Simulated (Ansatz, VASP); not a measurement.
**TiC in VASP and in Ansatz**

```xyz
2
Lattice="0.0000 2.1804 2.1315 2.1804 0.0000 2.1315 2.1804 2.1804 0.0000" Properties=species:S:1:pos:R:3 pbc="T T T"
Ti    0.0000    0.0000    0.0000
C     2.1804    2.1804    2.1315
```

Change from the starting cell: z stretched by -1.5 % at fixed volume.

Alike in both runs: task single point; functional PBE; k mesh 14 × 14 × 14; occupations fermi-dirac, width 0.03 eV; no spin polarisation.

|  | VASP | Ansatz |
| --- | --- | --- |
| version | VASP 6.6.1 | Ansatz 0.2.0 |
| potentials or method | VASP PAW PBE potentials, release 64 (Ti_sv, C), cutoff 520 eV | all-electron LAPW, scalar-relativistic |

Ansatz gave:

* pressure (GPa): 1.1
* traceless stress, the component that is largest in VASP (GPa): 6.12

Task: Estimate VASP's values.

Result: Pressure (GPa): 1.3; traceless stress, the component that is largest in VASP (GPa): 6.16.

Ansatz ran all-electron here, and VASP with PAW potentials.
